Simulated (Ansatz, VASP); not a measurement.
# TiO2: VASP beside Ansatz

File INCAR:

```
SYSTEM = TiO2
  PREC = Accurate
  ENCUT = 520
  EDIFF = 1E-6
  ISMEAR = -1
  SIGMA = 0.02
  LREAL = .False.
  LASPH = .True.
  NELM = 80
  ALGO = Normal
  ISIF = 2
  LWAVE = .False.
  LCHARG = .False.
  GGA = PE
  NBANDS = 33
```

The input KPOINTS:

```
Automatic mesh
0
Gamma
  10 10 10
  0 0 0
```

Contents of POSCAR:

```
TiO2
1.0
   -1.8888988106      1.8888988106      4.6479640318
    1.8888988106     -1.8888988106      4.6479640318
    1.8888988106      1.8888988106     -4.6479640318
Ti O
2 4
Direct
    0.7500000000      0.2500000000      0.5000000000
    0.0000000000      0.0000000000      0.0000000000
    0.5388314354      0.0388314354      0.5000000000
    0.7888314354      0.7888314354      0.0000000000
    0.2111685646      0.2111685646      0.0000000000
    0.9611685646      0.4611685646      0.5000000000
```

Input for Ansatz:

```yaml
crystal:
  lattice:
    - [-1.8888988106, 1.8888988106, 4.6479640318]
    - [1.8888988106, -1.8888988106, 4.6479640318]
    - [1.8888988106, 1.8888988106, -4.6479640318]
  atoms:
    - { symbol: Ti, position: [0.75, 0.25, 0.5] }
    - { symbol: Ti, position: [0.0, 0.0, 0.0] }
    - { symbol: O, position: [0.5388314354, 0.0388314354, 0.5] }
    - { symbol: O, position: [0.7888314354, 0.7888314354, 0.0] }
    - { symbol: O, position: [0.2111685646, 0.2111685646, 0.0] }
    - { symbol: O, position: [0.9611685646, 0.4611685646, 0.5] }
kpoints:
  mp_grid: { grid: [10, 10, 10] }
  band_path:
    path:
      - [0.0, 0.0, 0.0]
      - [0.0, 0.0, 0.5]
      - [0.25, 0.25, 0.25]
      - [0.0, 0.5, 0.0]
      - [0.5, 0.5, -0.5]
      - [0.2888485976, 0.7111514024, -0.2888485976]
      - [-0.2888485976, 0.2888485976, 0.2888485976]
      - [-0.0776971953, 0.0776971953, 0.5]
      - [0.5, 0.5, -0.0776971953]
      - [0.3, 0.3, -0.3]
      - [0.0, 0.0, 0.447917]
    npoints: 1
hamiltonian:
  xc: pbe
scf:
  occupations: { method: fermi_dirac, width: 0.02 }
  n_extra_bands: 5
output:
  forces: true
  stress: true
  eigenvalues: true
  write_density: true
  write_potential: true
  elf: true
  volumetric_format: npy
```

Change from the starting cell: uniaxial_z strain -3.0%.

Alike in both runs: task single point; functional PBE; k mesh 10 × 10 × 10; occupations fermi-dirac, width 0.02 eV; no spin polarisation.

|  | VASP | Ansatz |
| --- | --- | --- |
| version | VASP 6.6.1 | Ansatz 0.2.0 |
| potentials or method | VASP PAW PBE potentials, release 64 (Ti_sv, O) | plane waves, PAW |
| plane-wave cutoff (eV) | 520 | 420 |
| valence electrons in the cell | 48 | 48 |

```csv
,VASP,Ansatz,Ansatz less VASP
gap on the k mesh at the Fermi level (eV),2.06,2.08,+0.025
pressure (GPa),10.8,10.0,-0.77
"traceless stress, the component that is largest in VASP (GPa)",1.37,1.30,-0.069
rms of the force components (eV/Å),0.061,0.049,-0.0128
```

Atom by atom the forces differ by 0.013 eV/Å (rms over components).
